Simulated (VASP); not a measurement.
# HfN (F-43m) in VASP: further runs

HfN is run at these levels: r2SCAN, LDA; tasks: single point, relaxation of cell and atoms.

Program: VASP 6.6.1. These are calculated values, not measurements. Logs are shortened: lines on timing, memory, paths and dates and some standing lists are left out, and cuts for length are marked.

## (1) The cell of the first run

Symmetry: F-43m, No. 216, cubic system. The conventional cell has a = 4.891 Å, b = 4.891 Å, c = 4.891 Å, α = 90.00°, β = 90.00°, γ = 90.00°. Within 2.8 Å of Hf (site symmetry -43m) lie 4 N at 2.12 Å. N (site symmetry -43m) has 4 Hf at 2.12 Å within 2.8 Å.

## (2) Single point, r2SCAN

POSCAR

```
HfN
1.0
    0.0000000000      2.4455290810      2.4455290810
    2.4455290810      0.0000000000      2.4455290810
    2.4455290810      2.4455290810      0.0000000000
Hf N
1 1
Direct
    0.0000000000      0.0000000000      0.0000000000
    0.2500000000      0.2500000000      0.2500000000
```

INCAR.step1

```
PREC = Accurate ; ENCUT = 520
ISMEAR = -1 ; SIGMA = 0.05
LREAL = False ; LASPH = True
NELM = 80 ; NBANDS = 14
GGA = PE ; ALGO = Normal
EDIFF = 1E-4 ; LWAVE = True
LCHARG = False
```

INCAR.step2

```
PREC = Accurate ; ENCUT = 520
EDIFF = 1E-6 ; ISMEAR = -1
SIGMA = 0.05 ; LREAL = False
LASPH = True ; NELM = 80
ALGO = Normal ; ISIF = 2
LWAVE = False ; LCHARG = False
METAGGA = R2SCAN ; LMIXTAU = True
NBANDS = 14 ; ISTART = 1
```

KPOINTS

```
Automatic mesh
0
Gamma
  9 9 9
```

Potentials or basis: VASP PAW PBE potentials, release 64 (Hf_pv, N).

Started as:

```
$ cat potpaw_PBE.64/Hf_pv/POTCAR potpaw_PBE.64/N/POTCAR > POTCAR
$ cp INCAR.step1 INCAR
$ mpirun -np 1 vasp_std > vasp.out
$ cp INCAR.step2 INCAR
$ mpirun -np 1 vasp_std > vasp.out
```

OUTCAR:

```text
PREC = Accurate
   ENCUT = 520
   EDIFF = 1E-6
   ISMEAR = -1
   LREAL = False
   LASPH = True
   NELM = 80
   ISIF = 2
   METAGGA = R2SCAN
   ISTART = 1

 ion  position               nearest neighbor table
   1  0.000  0.000  0.000-   2 2.12   2 2.12   2 2.12   2 2.12
   2  0.250  0.250  0.250-   1 2.12   1 2.12   1 2.12   1 2.12

  LATTYP: Found a face centered cubic cell.
 ALAT       =     4.8910581620

  Lattice vectors:

 A1 = (   0.0000000000,   2.4455290810,   2.4455290810)
 A2 = (   2.4455290810,   0.0000000000,   2.4455290810)
 A3 = (   2.4455290810,   2.4455290810,   0.0000000000)

Analysis of symmetry for initial positions (statically):
=====================================================================
 Subroutine PRICEL returns:
 Original cell was already a primitive cell.

 Routine SETGRP: Setting up the symmetry group for a
 face centered cubic supercell.

 Subroutine GETGRP returns: Found 24 space group operations
 (whereof 24 operations were pure point group operations)
 out of a pool of 48 trial point group operations.

The static configuration has the point symmetry T_d .

Analysis of symmetry for dynamics (positions and initial velocities):
=====================================================================
 Subroutine PRICEL returns:
 Original cell was already a primitive cell.

 Routine SETGRP: Setting up the symmetry group for a
 face centered cubic supercell.

 Subroutine GETGRP returns: Found 24 space group operations
 (whereof 24 operations were pure point group operations)
 out of a pool of 48 trial point group operations.

The dynamic configuration has the point symmetry T_d .

 Subroutine INISYM returns: Found 24 space group operations
 (whereof 24 operations are pure point group operations),
 and found     1 'primitive' translations

----------------------------------------------------------------------------------------

                                     Primitive cell

  volume of cell :      29.2515

  direct lattice vectors                    reciprocal lattice vectors
     0.000000000  2.445529081  2.445529081    -0.204454735  0.204454735  0.204454735
     2.445529081  0.000000000  2.445529081     0.204454735 -0.204454735  0.204454735
     2.445529081  2.445529081  0.000000000     0.204454735  0.204454735 -0.204454735

  length of vectors
     3.458500394  3.458500394  3.458500394     0.354125989  0.354125989  0.354125989

  position of ions in fractional coordinates (direct lattice)
     0.000000000  0.000000000  0.000000000
     0.250000000  0.250000000  0.250000000

  ion indices of the primitive-cell ions
   primitive index   ion index
                 1           1
                 2           2

----------------------------------------------------------------------------------------

 KPOINTS: Automatic mesh

Automatic generation of k-mesh.
 Grid dimensions read from file:
 generate k-points for:    9    9    9

 Generating k-lattice:

  Cartesian coordinates                     Fractional coordinates (reciprocal lattice)
    -0.022717193  0.022717193  0.022717193     0.111111111  0.000000000  0.000000000
     0.022717193 -0.022717193  0.022717193     0.000000000  0.111111111  0.000000000
     0.022717193  0.022717193 -0.022717193     0.000000000  0.000000000  0.111111111

  Length of vectors
     0.039347332  0.039347332  0.039347332

  Shift w.r.t. Gamma in fractional coordinates (k-lattice)
     0.000000000  0.000000000  0.000000000

 Subroutine IBZKPT returns following result:
 ===========================================

 Found     35 irreducible k-points:

 Following reciprocal coordinates:
            Coordinates               Weight
  0.000000  0.000000  0.000000      1.000000
  0.111111  0.000000  0.000000      8.000000
  0.222222  0.000000  0.000000      8.000000
  0.333333  0.000000  0.000000      8.000000
  0.444444  0.000000  0.000000      8.000000
  0.111111  0.111111  0.000000      6.000000
[... 16 lines left out ...]
 -0.333333  0.333333  0.000000     12.000000
  0.444444  0.444444  0.000000      6.000000
 [... further k-points ...]
   k-points           NKPTS =     35   k-points in BZ     NKDIM =     35   number of bands    NBANDS=     14
   number of dos      NEDOS =    301   number of ions     NIONS =      2
   total plane-waves  NPLWV =  21952
   dimension x,y,z NGX =    28 NGY =   28 NGZ =   28
   dimension x,y,z NGXF=    56 NGYF=   56 NGZF=   56
   ions per type =               1   1
   NGX,Y,Z   is equivalent  to a cutoff of  13.46, 13.46, 13.46 a.u.
   NGXF,Y,Z  is equivalent  to a cutoff of  26.92, 26.92, 26.92 a.u.
 SYSTEM =  unknown system
   PREC   = accura    normal or accurate (medium, high low for compatibility)
   ISTART =      1    job   : 0-new  1-cont  2-samecut
   ICHARG =      0    charge: 1-file 2-atom 10-const
   ISPIN  =      1    spin polarized calculation?
   LNONCOLLINEAR =      F non collinear calculations
   LSORBIT =      F    spin-orbit coupling
   LASPH  =      T    aspherical Exc in radial PAW
   ENCUT  =  520.0 eV  38.22 Ry    6.18 a.u.   6.43  6.43  6.43*2*pi/ulx,y,z
   NELM   =     80;   NELMIN=  2; NELMDL=  0     # of ELM steps
   EDIFF  = 0.1E-05   stopping-criterion for ELM
   LREAL  =      F    real-space projection
   EDIFFG = 0.1E-04   stopping-criterion for IOM
   NSW    =      0    number of steps for IOM
   IBRION =     -1    ionic relax: 0-MD 1-quasi-New 2-CG
   NFREE  =      0    steps in history (QN), initial steepest desc. (CG)
   ISIF   =      2    stress and relaxation
   ISYM   =      2    0-nonsym 1-usesym 2-fastsym
   POTIM  = 0.5000    time-step for ionic-motion
   TEBEG  =    0.0;   TEEND  =   0.0 temperature during run
   PSTRESS=    0.0 pullay stress
   NELECT =      15.0000    total number of electrons
   NUPDOWN=      -1.0000    fix difference up-down
   EMIN   =  10.00;   EMAX   =-10.00  energy-range for DOS
   EFERMI =   0.00;   METHOD = LEGACY
   ISMEAR =    -1;   SIGMA  =   0.05  broadening in eV -4-tet -1-fermi 0-gaus
   EFERMI_NEDOS =   21; number of points for ismear=-14 and -15
   IALGO  =     38    algorithm
   IMIX   =      4    mixing-type and parameters
     AMIX     =   0.40;   BMIX     =  1.00
     AMIX_MAG =   1.60;   BMIX_MAG =  1.00
  volume/ion in A,a.u.               =      14.63        98.70
  Fermi-wavevector in a.u.,A,eV,Ry     =   1.310355  2.476213 23.361627  1.717031
  Thomas-Fermi vector in A             =   2.440891
   LORBIT       =      0    0 simple, 1 ext, 2 COOP (PROOUT), +10 PAW based schemes
   METAGGA = R2SCAN    functional components
   LHFCALC =     F    Hartree Fock is set to
   AEXX    =    0.0000 exact exchange contribution
   IVDW    =     0    specifies the selected vdW correction
   LEPSILON=     F    determine dielectric tensor
   LRPA    =     F    only Hartree local field effects (RPA)
 non-spin polarized calculation
  energy-cutoff  :      520.00
  volume of cell :       29.25
 maximum number of plane-waves:       801
 NGX is ok and might be reduce to    28
   NGX = 13   NGY = 13   NGZ = 13

 number of electron      15.0000002 magnetization

 Free energy of the ion-electron system (eV)
  ---------------------------------------------------
  ext. energy  EPLUGINS =         0.00000000
  ---------------------------------------------------
  free energy    TOTEN  =       -57.71653742 eV

  energy without entropy =      -57.71119426  energy(sigma->0) =      -57.71386584

 E-fermi :   5.8573     XC(G=0): -12.0065

 val. band max:        5.8113607152   @ k =  -0.2222   0.3333   0.1111
 cond. band min:       5.8745070679   @ k =   0.1111   0.0000   0.0000
 fundamental gap:      0.0631463527
 Fermi energy:         5.8573296458

 k-point     1 :       0.0000    0.0000    0.0000
  band No.  band energies     occupation
      1     -26.4374      2.00000
      2     -26.4374      2.00000
      3     -26.4374      2.00000
      4     -11.4339      2.00000
      5      -0.0004      2.00000
      6      -0.0004      2.00000
      7      -0.0004      2.00000
      8       5.2120      2.00000
      9       8.3588      0.00000
     10       8.3588      0.00000
     11      12.8551      0.00000
     12      12.8551      0.00000
     13      12.8551      0.00000
     14      17.1290      0.00000

 k-point     2 :       0.1111    0.0000    0.0000
  band No.  band energies     occupation
      1     -26.5006      2.00000
      2     -26.4454      2.00000
      3     -26.4454      2.00000
      4     -11.2893      2.00000
      5      -0.2513      2.00000
      6       0.0916      2.00000
      7       0.0916      2.00000
      8       5.8745      0.82990
      9       8.1587      0.00000
     10       8.1587      0.00000
     11      12.5179      0.00000
     12      13.1310      0.00000
     13      13.1310      0.00000
     14      17.1289      0.00000

 k-point     3 :       0.2222    0.0000    0.0000
  band No.  band energies     occupation
      1     -26.6564      2.00000
      2     -26.4655      2.00000
      3     -26.4655      2.00000
      4     -10.9403      2.00000
      5      -0.5743      2.00000
      6       0.3077      2.00000
      7       0.3077      2.00000
      8       7.1828      0.00000
      9       7.9369      0.00000
     10       7.9370      0.00000
     11      11.9272      0.00000
     12      13.3073      0.00000
     13      13.3073      0.00000
     14      15.6135      0.00000
[... 324 lines left out ...]
 k-point    23 :      -0.3333    0.3333    0.0000
  band No.  band energies     occupation
      1     -26.8527      2.00000
      2     -26.7171      2.00000
      3     -26.5524      2.00000
      4     -10.0463      2.00000
      5      -0.2627      2.00000
      6       0.7910      2.00000
      7       1.2999      2.00000
      8       5.0342      2.00000
      9       8.2332      0.00000
     10       8.6192      0.00000
     11      12.1897      0.00000
     12      12.4216      0.00000
     13      14.8775      0.00000
     14      16.4334      0.00000

 k-point    24 :       0.4444    0.4444    0.0000
  band No.  band energies     occupation
      1     -26.9366      2.00000
      2     -26.6026      2.00000
      3     -26.6026      2.00000
      4     -10.0109      2.00000
      5      -1.3782      2.00000
      6       1.8333      2.00000
      7       1.8333      2.00000
      8       4.6130      2.00000
      9       8.5616      0.00000
     10      10.1806      0.00000
     11      10.9220      0.00000
     12      10.9220      0.00000
     13      15.4592      0.00000
     14      17.1289      0.00000

 [... further k-points ...]
[... 5 lines left out ...]
  --------------------------------------------------------------------------------------
  -------------------------------------------------------------------------------------
  Total       -0.2459661     -0.2459661     -0.2459661      0.0000000      0.0000000      0.0000000
  in kB      -13.4721623    -13.4721623    -13.4721623      0.0000000      0.0000000      0.0000000
  external PRESSURE =     -13.4721623 kB  Pullay stress =       0.0000000 kB

 VOLUME and BASIS-vectors are now :
 -----------------------------------------------------------------------------
  energy-cutoff  :      520.00
  volume of cell :       29.25
      direct lattice vectors                 reciprocal lattice vectors
     0.000000000  2.445529081  2.445529081    -0.204454735  0.204454735  0.204454735
     2.445529081  0.000000000  2.445529081     0.204454735 -0.204454735  0.204454735
     2.445529081  2.445529081  0.000000000     0.204454735  0.204454735 -0.204454735

 POSITION                                       TOTAL-FORCE (eV/Angst)
 -----------------------------------------------------------------------------------
      0.00000      0.00000      0.00000         0.000000      0.000000      0.000000
      1.22276      1.22276      1.22276        -0.000000     -0.000000     -0.000000
 -----------------------------------------------------------------------------------
    total drift:                                0.000001      0.000001      0.000001

  FREE ENERGIE OF THE ION-ELECTRON SYSTEM (eV)
  ---------------------------------------------------
  free  energy   TOTEN  =       -57.7165374180 eV

  energy  without entropy=      -57.7111942578  energy(sigma->0) =      -57.71386584
```

Wall time 51 s (1 thread of AMD EPYC 7R13 (Zen 3), shared host); peak memory 0.14 GiB.

Results:

* Free energy: -57.7165 eV
* Pressure: -1.3 GPa

Levels at points of the mesh, in eV from the Fermi level:
```
           k point  band 5  band 6  band 7  band 8  band 9  band 10
(0.00, 0.00, 0.00)   -5.86   -5.86   -5.86   -0.65    2.50     2.50
```

Caveat: the PAW data sets were made with another functional, which shifts forces and pressure a little; spin-orbit coupling is left out, which moves the levels of the heavy elements.

(Continued in part 2 of 2.)
